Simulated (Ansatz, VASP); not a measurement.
# Hf in VASP and in Ansatz

File INCAR:

```
SYSTEM = Hf
ALGO = Fast
EDIFF = 1E-6
ENCUT = 520
ISIF = 2
ISMEAR = 0
LASPH = .TRUE.
LCHARG = .FALSE.
LREAL = .FALSE.
LWAVE = .FALSE.
NBANDS = 11
NELM = 100
PREC = Accurate
SIGMA = 0.15
```

Contents of KPOINTS:

```
k-points
0
G
  20 20 20
  0 0 0
```

POSCAR

```
Hf
1.0
    0.0000000000      2.0137935393      2.3500970604
    2.0137935393      0.0000000000      2.3500970604
    2.0137935393      2.0137935393      0.0000000000
Hf
1
Direct
    0.0000000000      0.0000000000      0.0000000000
```

Input for Ansatz:

```yaml
crystal:
  lattice:
    - [0.0, 2.0137935393, 2.3500970604]
    - [2.0137935393, 0.0, 2.3500970604]
    - [2.0137935393, 2.0137935393, 0.0]
  atoms:
    - { symbol: Hf, position: [0.0, 0.0, 0.0] }
basis:
  ecutwfc: 420
kpoints:
  mp_grid: { grid: [20, 20, 20] }
hamiltonian:
  xc: lda
scf:
  occupations: { method: gaussian, width: 0.15 }
output:
  forces: true
  stress: true
  eigenvalues: true
```

Alike in both runs: task single point; functional LDA; k mesh 20 × 20 × 20; occupations gaussian, width 0.15 eV; no spin polarisation.

|  | VASP | Ansatz |
| --- | --- | --- |
| version | VASP 6.6.1 | Ansatz 0.2.0 |
| potentials or method | VASP PAW LDA potentials, release 64 (Hf_pv), cutoff 520 eV | scalar-relativistic, plane waves, PAW |
| valence electrons in the cell | 10 | 26 |

VASP gave:

* gap on the k mesh at the Fermi level (eV): none
* pressure (GPa): 10.8
* traceless stress, the component that is largest in VASP (GPa): -4.68

Q: What did Ansatz give for the same quantities?

A: gap on the k mesh at the Fermi level (eV): none; pressure (GPa): 10.6; traceless stress, the component that is largest in VASP (GPa): -4.66.

LDA's correlation is that of Perdew and Zunger in VASP and of Perdew and Wang (1992) in Ansatz. A gap of «none» marks a metal or a gap that the smearing closes. VASP's potentials hold 10 valence electrons a cell and Ansatz's 26, so a difference there can come from the potentials and not from the codes.

Neither program's run includes spin-orbit coupling.
